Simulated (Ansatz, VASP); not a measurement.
Two plane-wave programs on TiSi

```
CELL_PARAMETERS angstrom
2.84668 0.00000 0.00000
0.00000 2.84668 0.00000
0.00000 0.00000 3.73118
ATOMIC_POSITIONS crystal
Ti 0.50000 0.50000 0.50000
Si 0.00000 0.00000 0.00000
```

Alike in both runs: task relaxation of cell and atoms; functional r2SCAN; k mesh 6 × 6 × 6; occupations gaussian, width 0.1 eV; no spin polarisation.

```csv
,VASP,Ansatz
version,VASP 6.6.1,Ansatz 0.2.0
potentials or method,"VASP PAW PBE potentials, release 64 (Ti_sv, Si), cutoff 600 eV","scalar-relativistic, plane waves, PAW"
valence electrons in the cell,16,16
```

|  | VASP | Ansatz | Ansatz less VASP |
| --- | --- | --- | --- |
| gap on the k mesh at the Fermi level, each at its own relaxed structure (eV) | none | none | - |
| relaxed volume (Å³/atom) | 14.32 | 14.28 | -0.042 |
| relaxed cell length with the largest relative difference (Å) | 2.736 | 2.733 | -0.0031 |

VASP's potentials were made for PBE, not for r2SCAN. A gap of «none» marks a metal or a gap that the smearing closes.

The k mesh is coarse, so the values compare programs but aren't converged.
